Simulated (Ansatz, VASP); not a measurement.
## Two plane-wave programs on SiC

```
Si C
1.0
     3.07769    0.00000    0.00000
    -1.53884    2.66535    0.00000
     0.00000    0.00000   23.80000
Si C
1 1
Direct
  0.33333 0.66667 0.29412
  0.66667 0.33333 0.29412
```

Alike in both runs: functional r2SCAN; dispersion rVV10; k mesh 12 × 12 × 1; occupations gaussian, width 0.03 eV; no spin polarisation.

Ansatz relaxed the structure, and its values are those at the end. VASP's run is a single point on that final structure, the one shown.

|  | VASP | Ansatz |
| --- | --- | --- |
| version | VASP 6.6.1 | Ansatz 0.2.0 |
| potentials or method | VASP PAW PBE potentials, release 64 (Si, C), cutoff 580 eV | scalar-relativistic, plane waves, PAW |
| valence electrons in the cell | 8 | 8 |

```tsv
	VASP	Ansatz	Ansatz less VASP
gap on the k mesh at the Fermi level (eV)	2.85	2.86	+0.008
least direct gap on the mesh (eV)	2.90	2.91	+0.011
```

VASP's potentials were made for PBE, not for r2SCAN. Ansatz's warnings: slab cell height set, structure snapped to symmetry, xc potential rough in thin density.
